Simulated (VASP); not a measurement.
# TaC (Fm-3m) in VASP: single point with PBE

Aim: the single point of TaC with PBE.

Program: VASP 6.6.1. These are calculated values, not measurements. Logs are shortened: lines on timing, memory, paths and dates and some standing lists are left out, and cuts for length are marked.

### 1 The cell of the first run

It takes space group Fm-3m (No. 225, cubic). Conventional cell: a = 4.446 Å, b = 4.446 Å, c = 4.446 Å, α = 90.00°, β = 90.00°, γ = 90.00°. Ta (site symmetry m-3m) has 6 C at 2.22 Å within 2.9 Å. Within 2.9 Å of C (site symmetry m-3m) lie 6 Ta at 2.22 Å.

### 2 Single point, PBE

File INCAR:

```
PREC     = Accurate       # precision mode
ENCUT    = 600            # plane-wave cutoff, eV
EDIFF    = 1E-6           # SCF threshold, eV
ISMEAR   = 1              # smearing method
SIGMA    = 0.01           # smearing width, eV
LREAL    = F              # projectors in reciprocal space
LASPH    = T              # aspherical terms in the spheres
NELM     = 120            # most SCF steps
ALGO     = Normal         # electronic algorithm
ISIF     = 2              # what is computed and relaxed
LWAVE    = F              # write WAVECAR
LCHARG   = F              # write CHGCAR
GGA      = PE             # functional
NBANDS   = 14             # bands
GGA_COMPAT= F
```

File KPOINTS:

```
Automatic mesh
0
Gamma
  5 5 5
```

File POSCAR:

```
TaC
1.0
    0.0000000000      2.2230000000      2.2230000000
    2.2230000000      0.0000000000      2.2230000000
    2.2230000000      2.2230000000      0.0000000000
Ta C
1 1
Direct
    0.0000000000      0.0000000000      0.0000000000
    0.5000000000      0.5000000000      0.5000000000
```

Potentials or basis: VASP PAW PBE potentials, release 64 (Ta_pv, C).

Started as:

```sh
cat potpaw_PBE.64/Ta_pv/POTCAR potpaw_PBE.64/C/POTCAR > POTCAR
mpirun -np 1 vasp_std > vasp.out
```

OUTCAR:

```text
PREC = Accurate
   ENCUT = 600
   EDIFF = 1E-6
   ISMEAR = 1
   LREAL = F
   LASPH = T
   NELM = 120
   ISIF = 2
   GGA = PE

 ion  position               nearest neighbor table
   1  0.000  0.000  0.000-   2 2.22   2 2.22   2 2.22   2 2.22   2 2.22   2 2.22
   2  0.500  0.500  0.500-   1 2.22   1 2.22   1 2.22   1 2.22   1 2.22   1 2.22

  LATTYP: Found a face centered cubic cell.
 ALAT       =     4.4460000000

  Lattice vectors:

 A1 = (   0.0000000000,   2.2230000000,   2.2230000000)
 A2 = (   2.2230000000,   0.0000000000,   2.2230000000)
 A3 = (   2.2230000000,   2.2230000000,   0.0000000000)

Analysis of symmetry for initial positions (statically):
=====================================================================
 Subroutine PRICEL returns:
 Original cell was already a primitive cell.

 Routine SETGRP: Setting up the symmetry group for a
 face centered cubic supercell.

 Subroutine GETGRP returns: Found 48 space group operations
 (whereof 48 operations were pure point group operations)
 out of a pool of 48 trial point group operations.

The static configuration has the point symmetry O_h .

Analysis of symmetry for dynamics (positions and initial velocities):
=====================================================================
 Subroutine PRICEL returns:
 Original cell was already a primitive cell.

 Routine SETGRP: Setting up the symmetry group for a
 face centered cubic supercell.

 Subroutine GETGRP returns: Found 48 space group operations
 (whereof 48 operations were pure point group operations)
 out of a pool of 48 trial point group operations.

The dynamic configuration has the point symmetry O_h .

 Subroutine INISYM returns: Found 48 space group operations
 (whereof 48 operations are pure point group operations),
 and found     1 'primitive' translations

----------------------------------------------------------------------------------------

                                     Primitive cell

  volume of cell :      21.9709

  direct lattice vectors                    reciprocal lattice vectors
     0.000000000  2.223000000  2.223000000    -0.224921278  0.224921278  0.224921278
     2.223000000  0.000000000  2.223000000     0.224921278 -0.224921278  0.224921278
     2.223000000  2.223000000  0.000000000     0.224921278  0.224921278 -0.224921278

  length of vectors
     3.143796749  3.143796749  3.143796749     0.389575080  0.389575080  0.389575080

  position of ions in fractional coordinates (direct lattice)
     0.000000000  0.000000000  0.000000000
     0.500000000  0.500000000  0.500000000

  ion indices of the primitive-cell ions
   primitive index   ion index
                 1           1
                 2           2

----------------------------------------------------------------------------------------

 KPOINTS: Automatic mesh

Automatic generation of k-mesh.
 Grid dimensions read from file:
 generate k-points for:    5    5    5

 Generating k-lattice:

  Cartesian coordinates                     Fractional coordinates (reciprocal lattice)
    -0.044984256  0.044984256  0.044984256     0.200000000  0.000000000  0.000000000
     0.044984256 -0.044984256  0.044984256     0.000000000  0.200000000  0.000000000
     0.044984256  0.044984256 -0.044984256     0.000000000  0.000000000  0.200000000

  Length of vectors
     0.077915016  0.077915016  0.077915016

  Shift w.r.t. Gamma in fractional coordinates (k-lattice)
     0.000000000  0.000000000  0.000000000

 Subroutine IBZKPT returns following result:
 ===========================================

 Found     10 irreducible k-points:

 Following reciprocal coordinates:
            Coordinates               Weight
  0.000000  0.000000  0.000000      1.000000
  0.200000  0.000000  0.000000      8.000000
  0.400000  0.000000  0.000000      8.000000
  0.200000  0.200000  0.000000      6.000000
  0.400000  0.200000  0.000000     24.000000
 -0.400000  0.200000  0.000000     24.000000
 -0.200000  0.200000  0.000000     12.000000
  0.400000  0.400000  0.000000      6.000000
 -0.400000  0.400000  0.000000     12.000000
 -0.400000  0.400000  0.200000     24.000000
   k-points           NKPTS =     10   k-points in BZ     NKDIM =     10   number of bands    NBANDS=     14
   number of dos      NEDOS =    301   number of ions     NIONS =      2
   total plane-waves  NPLWV =  21952
   dimension x,y,z NGX =    28 NGY =   28 NGZ =   28
   dimension x,y,z NGXF=    56 NGYF=   56 NGZF=   56
   ions per type =               1   1
   NGX,Y,Z   is equivalent  to a cutoff of  14.81, 14.81, 14.81 a.u.
   NGXF,Y,Z  is equivalent  to a cutoff of  29.61, 29.61, 29.61 a.u.
 SYSTEM =  unknown system
   PREC   = accura    normal or accurate (medium, high low for compatibility)
   ISTART =      0    job   : 0-new  1-cont  2-samecut
   ICHARG =      2    charge: 1-file 2-atom 10-const
   ISPIN  =      1    spin polarized calculation?
   LNONCOLLINEAR =      F non collinear calculations
   LSORBIT =      F    spin-orbit coupling
   LASPH  =      T    aspherical Exc in radial PAW
   ENCUT  =  600.0 eV  44.10 Ry    6.64 a.u.   6.28  6.28  6.28*2*pi/ulx,y,z
   NELM   =    120;   NELMIN=  2; NELMDL= -5     # of ELM steps
   EDIFF  = 0.1E-05   stopping-criterion for ELM
   LREAL  =      F    real-space projection
   EDIFFG = 0.1E-04   stopping-criterion for IOM
   NSW    =      0    number of steps for IOM
   IBRION =     -1    ionic relax: 0-MD 1-quasi-New 2-CG
   NFREE  =      0    steps in history (QN), initial steepest desc. (CG)
   ISIF   =      2    stress and relaxation
   ISYM   =      2    0-nonsym 1-usesym 2-fastsym
   POTIM  = 0.5000    time-step for ionic-motion
   TEBEG  =    0.0;   TEEND  =   0.0 temperature during run
   PSTRESS=    0.0 pullay stress
   NELECT =      15.0000    total number of electrons
   NUPDOWN=      -1.0000    fix difference up-down
   EMIN   =  10.00;   EMAX   =-10.00  energy-range for DOS
   EFERMI =   0.00;   METHOD = LEGACY
   ISMEAR =     1;   SIGMA  =   0.01  broadening in eV -4-tet -1-fermi 0-gaus
   EFERMI_NEDOS =   21; number of points for ismear=-14 and -15
   IALGO  =     38    algorithm
   IMIX   =      4    mixing-type and parameters
     AMIX     =   0.40;   BMIX     =  1.00
     AMIX_MAG =   1.60;   BMIX_MAG =  1.00
  volume/ion in A,a.u.               =      10.99        74.13
  Fermi-wavevector in a.u.,A,eV,Ry     =   1.441526  2.724089 28.272865  2.077997
  Thomas-Fermi vector in A             =   2.560148
   LORBIT       =      0    0 simple, 1 ext, 2 COOP (PROOUT), +10 PAW based schemes
   GGA     = PE    functional components
   LHFCALC =     F    Hartree Fock is set to
   AEXX    =    0.0000 exact exchange contribution
   IVDW    =     0    specifies the selected vdW correction
   LEPSILON=     F    determine dielectric tensor
   LRPA    =     F    only Hartree local field effects (RPA)
 non-spin polarized calculation
 Methfessel and Paxton  Order N= 1 SIGMA  =   0.01
  energy-cutoff  :      600.00
  volume of cell :       21.97
 maximum number of plane-waves:       741
 NGX is ok and might be reduce to    28
   NGX = 13   NGY = 13   NGZ = 13

 number of electron      14.9999999 magnetization

 Free energy of the ion-electron system (eV)
  ---------------------------------------------------
  ext. energy  EPLUGINS =         0.00000000
  ---------------------------------------------------
  free energy    TOTEN  =       -22.21634434 eV

  energy without entropy =      -22.21605706  energy(sigma->0) =      -22.21624858

 E-fermi :   8.3736     XC(G=0): -13.2354

 val. band max:        8.3708895571   @ k =   0.2000   0.0000   0.0000
 cond. band min:       8.7548472409   @ k =  -0.2000   0.2000   0.0000
 fundamental gap:      0.3839576838
 Fermi energy:         8.3735792501

 k-point     1 :       0.0000    0.0000    0.0000
  band No.  band energies     occupation
      1     -26.5918      2.00000
      2     -26.5918      2.00000
      3     -26.5918      2.00000
      4      -6.4037      2.00000
      5       7.1148      2.00000
      6       7.1148      2.00000
      7       7.1148      2.00000
      8       7.9753      2.00000
      9       7.9753      2.00000
     10       7.9753      2.00000
     11       9.1211      0.00000
     12       9.1211      0.00000
     13      15.1077      0.00000
     14      18.5137      0.00000

 k-point     2 :       0.2000    0.0000    0.0000
  band No.  band energies     occupation
      1     -26.8549      2.00000
      2     -26.6185      2.00000
      3     -26.6185      2.00000
      4      -5.3272      2.00000
      5       4.1081      2.00000
      6       4.9281      2.00000
      7       4.9281      2.00000
      8       8.3709      1.43750
      9       8.3709      1.43750
     10       9.1848      0.00000
     11      13.0902      0.00000
     12      13.0902      0.00000
     13      16.7206      0.00000
     14      20.8378      0.00000

 k-point     3 :       0.4000    0.0000    0.0000
  band No.  band energies     occupation
      1     -27.2554      2.00000
      2     -26.6613      2.00000
      3     -26.6613      2.00000
      4      -2.8422      2.00000
      5       0.6876      2.00000
      6       3.1672      2.00000
      7       3.1672      2.00000
      8      10.6528      0.00000
      9      10.6528      0.00000
     10      11.0522      0.00000
     11      15.4191      0.00000
     12      17.4918      0.00000
     13      17.4918      0.00000
     14      21.4481      0.00000
[... 86 lines left out ...]
 k-point     9 :      -0.4000    0.4000    0.0000
  band No.  band energies     occupation
      1     -27.1677      2.00000
      2     -26.9590      2.00000
      3     -26.8054      2.00000
      4      -3.7630      2.00000
      5       3.0174      2.00000
      6       3.6264      2.00000
      7       5.0833      2.00000
      8       7.3030      2.00000
      9      11.9720      0.00000
     10      12.5547      0.00000
     11      13.7585      0.00000
     12      15.1249      0.00000
     13      18.2899      0.00000
     14      20.5478      0.00000

 k-point    10 :      -0.4000    0.4000    0.2000
  band No.  band energies     occupation
      1     -27.1243      2.00000
      2     -26.9562      2.00000
      3     -26.7974      2.00000
      4      -3.3317      2.00000
      5       2.2501      2.00000
      6       3.4823      2.00000
      7       3.9229      2.00000
      8       9.0583      0.00000
      9      10.9938      0.00000
     10      12.5635      0.00000
     11      13.4342      0.00000
     12      16.1452      0.00000
     13      19.7573      0.00000
     14      20.8690      0.00000

------------------------ aborting loop because EDIFF is reached ----------------------------------------

  FORCE on cell =-STRESS in cart. coord.  units (eV):
  Direction    XX          YY          ZZ          XY          YZ          ZX
  --------------------------------------------------------------------------------------
  -------------------------------------------------------------------------------------
  Total        0.9943496      0.9943496      0.9943496      0.0000000     -0.0000000      0.0000000
  in kB       72.5105663     72.5105663     72.5105663      0.0000000     -0.0000000      0.0000000
  external PRESSURE =      72.5105663 kB  Pullay stress =       0.0000000 kB

 VOLUME and BASIS-vectors are now :
 -----------------------------------------------------------------------------
  energy-cutoff  :      600.00
  volume of cell :       21.97
      direct lattice vectors                 reciprocal lattice vectors
     0.000000000  2.223000000  2.223000000    -0.224921278  0.224921278  0.224921278
     2.223000000  0.000000000  2.223000000     0.224921278 -0.224921278  0.224921278
     2.223000000  2.223000000  0.000000000     0.224921278  0.224921278 -0.224921278

 POSITION                                       TOTAL-FORCE (eV/Angst)
 -----------------------------------------------------------------------------------
      0.00000      0.00000      0.00000         0.000000      0.000000      0.000000
      2.22300      2.22300      2.22300         0.000000      0.000000     -0.000000
 -----------------------------------------------------------------------------------
    total drift:                                0.000000      0.000000      0.000000

  FREE ENERGIE OF THE ION-ELECTRON SYSTEM (eV)
  ---------------------------------------------------
  free  energy   TOTEN  =       -22.2163443417 eV

  energy  without entropy=      -22.2160570599  energy(sigma->0) =      -22.21624858
```

It took 6.9 s on 1 thread of Intel Xeon Platinum 8375C at 2.90GHz (Ice Lake), shared host; peak memory 0.16 GiB.

What came out:

| Property | Result |
| --- | --- |
| Free energy | -22.2163 eV |
| Pressure | 7.3 GPa |

Caveat: the k points lie up to 0.49 Å⁻¹ apart; spin-orbit coupling is left out, which moves the levels of the heavy elements.
